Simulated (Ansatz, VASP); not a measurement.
# One calculation of ZrB2, two programs

The input INCAR:

```
SYSTEM = ZrB2
ALGO = Normal
EDIFF = 1E-6
EDIFFG = -0.01
ENCUT = 600
GGA = PE
IBRION = 2
ISIF = 3
ISMEAR = -1
IVDW = 12
LASPH = .True.
LCHARG = .False.
LREAL = .False.
LWAVE = .False.
NELM = 60
NSW = 60
PREC = Accurate
SIGMA = 0.05
```

KPOINTS

```
k-points
0
Gamma
  10 10 8
  0 0 0
```

POSCAR

```
ZrB2
1.0
    3.1700000000      0.0000000000      0.0000000000
   -1.5850000000      2.7453005300      0.0000000000
    0.0000000000      0.0000000000      3.5330000000
Zr B
1 2
Direct
    0.0000000000      0.0000000000      0.0000000000
    0.6666666667      0.3333333333      0.5000000000
    0.3333333333      0.6666666667      0.5000000000
```

The input input.yaml:

```yaml
crystal:
  lattice:
    - [3.17, 0.0, 0.0]
    - [-1.585, 2.74530053, 0.0]
    - [0.0, 0.0, 3.533]
  atoms:
    - { symbol: Zr, position: [0.0, 0.0, 0.0] }
    - { symbol: B, position: [0.6666666667, 0.3333333333, 0.5] }
    - { symbol: B, position: [0.3333333333, 0.6666666667, 0.5] }
hamiltonian:
  xc: pbe
  pseudopotentials: { kind: paw }
  dispersion: d3bj
kpoints:
  mp_grid: { grid: [10, 10, 8] }
scf:
  occupations: { method: fermi_dirac, width: 0.05 }
output:
  forces: true
  stress: true
  eigenvalues: true
relax:
  f_tol: 0.01
  max_steps: 40
  cell: { stress_tol: 0.05 }
```

Alike in both runs: task relaxation of cell and atoms; functional PBE; dispersion D3(BJ); k mesh 10 × 10 × 8; occupations fermi-dirac, width 0.05 eV; no spin polarisation.

|  | VASP | Ansatz |
| --- | --- | --- |
| version | VASP 6.6.1 | Ansatz 0.2.0 |
| potentials or method | VASP PAW PBE potentials, release 64 (Zr_sv, B) | Ansatz PAW |
| plane-wave cutoff (eV) | 600 | 420 |
| valence electrons in the cell | 18 | 18 |

```csv
,VASP,Ansatz,Ansatz less VASP
"gap on the k mesh at the Fermi level, each at its own relaxed structure (eV)",none,none,-
relaxed volume (Å³/atom),10.02,10.02,-0.002
relaxed cell length with the largest relative difference (Å),3.514,3.513,-0.0006
```

A gap of «none» marks a metal or a gap that the smearing closes.

Noted on Ansatz's run: the plane-wave basis is chosen anew once the cell has moved, so the energies of steps on either side of that aren't comparable.
